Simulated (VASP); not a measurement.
# NaWSe3 (Cmmm) in VASP: a series of runs, part 2 of 2

VASP 6.6.1.

## Step 3: Single point, PBE, collinear spin

This run uses another cell than the first one, of 23.60 Å³/atom.

Input file INCAR:

```
PREC = Accurate
ENCUT = 520
EDIFF = 1E-6
ISMEAR = 0
SIGMA = 0.1
LREAL = F
LASPH = T
NELM = 150
ALGO = Normal
ISIF = 2
LWAVE = F
LCHARG = F
ISPIN = 2
MAGMOM = 0 1.42 0.01 0.01 -0.04
LORBIT = 11
LMAXMIX = 4
GGA = PE
NBANDS = 32
```

Input file KPOINTS:

```
Automatic mesh
0
Gamma
  4 4 4
```

Input file POSCAR:

```
NaWSe3
1.0
    2.8002823900     -3.5636141500      0.0000000000
    2.8002823900      3.5636141500      0.0000000000
    0.0000000000      0.0000000000      5.9118093400
Na W Se
1 1 3
Direct
    0.5000000000      0.5000000000      0.5000000000
    0.0000000000      0.0000000000      0.0000000000
    0.6592951400      0.3407048600      0.0000000000
    0.3407048600      0.6592951400      0.0000000000
    0.0000000000      0.0000000000      0.5000000000
```

Potentials or basis: VASP PAW PBE potentials, release 64 (Na_pv, W_sv, Se).

Launch:

```sh
cat potpaw_PBE.64/Na_pv/POTCAR potpaw_PBE.64/W_sv/POTCAR potpaw_PBE.64/Se/POTCAR > POTCAR
mpirun -np 1 vasp_std > vasp.out
```

Run time: 4.1 min. Hardware: 1 thread of Intel Xeon 8259CL, shared host; peak memory 0.36 GiB.

The run converged. Its results:

* Free energy: -22.7250 eV
* Pressure: 3.6 GPa
* Largest force: 3.061 eV/Å
* Net moment: 2.11 μB per cell
* Site moments: Na +0.00; W +1.68; Se +0.00, -0.03 (each value once) μB
* Valence electrons inside the program's atomic spheres: Na 6.03; W 11.75; Se 3.90, 3.78 (each value once)

Forces in eV/Å, atoms in the order of the input:
```
Na   0.000  0.000  0.000
W    0.000  0.000  0.000
Se   0.000 -3.061  0.000
Se   0.000  3.061  0.000
Se   0.000  0.000  0.000
```

Stress tensor (GPa, compression positive):
```
-3.82  0.00  0.00
 0.00 22.33  0.00
 0.00  0.00 -7.78
```

Levels at points of the mesh, in eV from the Fermi level:
Spin up:
| k point | band 18 | band 19 | band 20 | band 21 | band 22 | band 23 |
| --- | --- | --- | --- | --- | --- | --- |
| (0.00, 0.00, 0.00) | -0.87 | -0.68 | -0.63 | -0.36 | 0.97 | 1.12 |
| (0.50, 0.00, 0.00) | -1.01 | -0.78 | -0.64 | -0.50 | -0.27 | 0.18 |
| (0.50, 0.50, 0.00) | -1.46 | -1.11 | -0.39 | -0.26 | 1.50 | 1.83 |
| (0.00, 0.00, 0.50) | -0.61 | 0.21 | 0.22 | 0.76 | 1.02 | 2.77 |
| (0.50, 0.00, 0.50) | -1.12 | -1.08 | -0.76 | 0.20 | 0.41 | 2.87 |
| (0.50, 0.50, 0.50) | -0.53 | -0.37 | -0.06 | 1.46 | 1.84 | 2.16 |
Spin down:
| k point | band 14 | band 15 | band 16 | band 17 | band 18 | band 19 | band 20 | band 21 | band 22 | band 23 |
| --- | --- | --- | --- | --- | --- | --- | --- | --- | --- | --- |
| (0.00, 0.00, 0.00) | -2.68 | -1.53 | -1.22 | -0.85 | -0.66 | 0.59 | 0.71 | 0.85 | 1.30 | 1.47 |
| (0.50, 0.00, 0.00) | -2.76 | -2.16 | -1.91 | -0.97 | -0.64 | -0.55 | 0.09 | 0.34 | 0.90 | 1.47 |
| (0.50, 0.50, 0.00) | -3.19 | -2.02 | -1.71 | -1.48 | 0.04 | 0.04 | 0.90 | 1.15 | 1.93 | 2.20 |
| (0.00, 0.00, 0.50) | -3.45 | -2.55 | -2.04 | -1.49 | 0.19 | 0.82 | 0.99 | 1.49 | 1.64 | 3.76 |
| (0.50, 0.00, 0.50) | -3.21 | -1.85 | -1.55 | -1.52 | -1.07 | -1.01 | 0.36 | 1.05 | 1.69 | 3.83 |
| (0.50, 0.50, 0.50) | -3.37 | -3.17 | -2.16 | -0.45 | 0.04 | 1.15 | 1.19 | 1.93 | 2.16 | 2.30 |

Caveat: the cell stands under pressure; spin-orbit coupling is left out, which moves the levels of the heavy elements; forces of over 1 eV/Å act on the atoms, so gaps and moduli don't describe the material at rest.

## Step 4: Relaxation of cell and atoms, PBE, collinear spin, zero start

This run uses another cell than the first one, of 23.60 Å³/atom.

Input file INCAR:

```
ALGO     = Normal         # electronic algorithm
EDIFF    = 1E-6           # SCF threshold, eV
EDIFFG   = -0.04          # ionic threshold
ENCUT    = 600            # plane-wave cutoff, eV
GGA      = PE             # functional
IBRION   = 2              # ionic algorithm
ISIF     = 3              # what is computed and relaxed
ISMEAR   = 0              # smearing method
ISPIN    = 2              # spin polarisation
LASPH    = T              # aspherical terms in the spheres
LCHARG   = F              # write CHGCAR
LMAXMIX  = 4              # l up to which the mixer works
LORBIT   = 11             # projections on sites
LREAL    = F              # projectors in reciprocal space
LWAVE    = F              # write WAVECAR
MAGMOM   = 0 0 0 0 0      # initial moments
NELM     = 150            # most SCF steps
NSW      = 90             # ionic steps
PREC     = Accurate       # precision mode
SIGMA    = 0.1            # smearing width, eV
```

Input file KPOINTS:

```
k-points
0
Gamma
  4 4 4
```

POSCAR is that of step 3.

Launch:

```sh
cat potpaw_PBE.64/Na_pv/POTCAR potpaw_PBE.64/W_sv/POTCAR potpaw_PBE.64/Se/POTCAR > POTCAR
mpirun -np 1 vasp_std > vasp.out
```

Run time: 26 min. Hardware: 1 thread of Intel Xeon 8259CL, shared host; peak memory 0.38 GiB.

The run converged. Its results:

```yaml
Free_energy: -25.1510 eV
Relaxed_volume: 21.51 Å³/atom
Relaxed_cell: a = 4.912 Å, b = 4.912 Å, c = 4.919 Å, α = 90.00°, β = 90.00°, γ = 115.00°
Space_group_after_relaxing_to_0.1_Å: Cmmm (No. 65)
Energy_gained_by_relaxing: 528.7 meV/atom
Ionic_steps: 11
Pressure_after_relaxing: 0.1 GPa
Largest_force_after_relaxing: 0.023 eV/Å
Net_moment: 0.00 μB per cell
Valence_electrons_inside_the_program's_atomic_spheres: Na 6.08; W 11.69; Se 3.80, 3.94 (each value once)
```

Forces in eV/Å, atoms in the order of the input:
```
Na   0.000  0.000  0.000
W    0.000  0.000  0.000
Se   0.000 -0.023  0.000
Se   0.000  0.023  0.000
Se   0.000  0.000  0.000
```

Stress tensor (GPa, compression positive):
```
-0.27  0.00  0.00
 0.00  0.22  0.00
 0.00  0.00  0.26
```

The path:
| step | energy change (eV) | largest force (eV/Å) | pressure (GPa) | volume (Å³) |
| --- | --- | --- | --- | --- |
| 1 | 0.0000 | 3.0787 | 2.13 | 117.99 |
| 2 | -2.0347 | 0.0036 | -6.75 | 121.72 |
| 3 | -2.0426 | 0.0108 | -6.85 | 121.79 |
| 4 | -2.5309 | 0.8106 | 2.45 | 105.04 |
| 5 | -2.5402 | 0.7174 | 1.00 | 106.74 |
| 6 | -2.6237 | 0.2515 | 1.95 | 105.76 |
| 7 | -2.6266 | 0.3164 | 1.73 | 105.91 |
| 8 | -2.6377 | 0.0484 | -1.10 | 109.25 |
| 9 | -2.6414 | 0.1316 | -0.20 | 108.11 |
| 10 | -2.6430 | 0.0761 | -0.11 | 107.91 |
| 11 | -2.6436 | 0.0225 | 0.07 | 107.55 |

Final structure:
```
CELL_PARAMETERS angstrom
2.63923 -4.14239 0.00000
2.63923 4.14239 0.00000
0.00000 0.00000 4.91885
ATOMIC_POSITIONS crystal
Na 0.50000 0.50000 0.50000
W 0.00000 0.00000 0.00000
Se 0.67759 0.32241 0.00000
Se 0.32241 0.67759 0.00000
Se 0.00000 0.00000 0.50000
```

Levels at points of the mesh, in eV from the Fermi level:
Spin up:
```csv
k point,band 17,band 18,band 19,band 20,band 21,band 22
"(0.00, 0.00, 0.00)",-1.52,-1.30,-0.35,-0.14,-0.04,0.22
"(0.50, 0.00, 0.00)",-1.91,-1.36,-1.20,-0.51,-0.31,0.35
"(0.50, 0.50, 0.00)",-1.52,-1.45,-1.44,-0.09,0.22,0.53
"(0.00, 0.00, 0.50)",-1.62,-1.02,-0.63,0.69,1.30,1.48
"(0.50, 0.00, 0.50)",-2.03,-0.97,-0.67,-0.29,1.10,1.36
"(0.50, 0.50, 0.50)",-1.48,-0.54,-0.30,0.26,1.18,1.23
```
Spin down:
```csv
k point,band 16,band 17,band 18,band 19,band 20,band 21,band 22,band 23
"(0.00, 0.00, 0.00)",-1.54,-1.52,-1.30,-0.35,-0.14,-0.04,0.22,1.61
"(0.50, 0.00, 0.00)",-2.68,-1.91,-1.36,-1.20,-0.51,-0.31,0.35,0.86
"(0.50, 0.50, 0.00)",-2.35,-1.52,-1.45,-1.44,-0.09,0.22,0.53,0.89
"(0.00, 0.00, 0.50)",-3.54,-1.62,-1.02,-0.63,0.69,1.30,1.48,2.13
"(0.50, 0.00, 0.50)",-2.65,-2.03,-0.97,-0.67,-0.29,1.10,1.36,2.92
"(0.50, 0.50, 0.50)",-2.17,-1.48,-0.54,-0.30,0.26,1.18,1.23,3.00
```

Caveat: a cell axis changed by over 15 % at a fixed basis, so the end point is rough; spin-orbit coupling is left out, which moves the levels of the heavy elements.

## Step 5: The runs side by side

```tsv
task	spin	cell	k mesh	cutoff (eV)	gap on the mesh (eV)	pressure (GPa)	moment (μB)	largest force (eV/Å)
single point	off	a = 4.877, b = 4.877, c = 4.950 Å, angles 90.0, 90.0, 115.3°, 5 atoms, atomic positions A	8 × 8 × 8	520	none	0.2	-	0.01
single point	collinear	a = 4.532, b = 4.532, c = 5.912 Å, angles 90.0, 90.0, 103.7°, 5 atoms, atomic positions B	4 × 4 × 4	520	none	3.6	2.11	3.06
relaxation of cell and atoms	collinear, zero start	relaxed from a = 4.532, b = 4.532, c = 5.912 Å, angles 90.0, 90.0, 103.7°, 5 atoms, atomic positions B	4 × 4 × 4	600	none	0.1	0.00	0.02
```

Alike in all rows: level PBE; potentials or basis VASP PAW PBE potentials, release 64 (Na_pv, W_sv, Se); smearing gaussian 0.1 eV.

Caveats: spin-orbit coupling is left out, which moves the levels of the heavy elements; the cell stands under pressure (at least some runs); forces of over 1 eV/Å act on the atoms, so gaps and moduli don't describe the material at rest (at least some runs); a cell axis changed by over 15 % at a fixed basis, so the end point is rough (at least some runs).

Absolute energies hang on the potentials; compare differences alone.
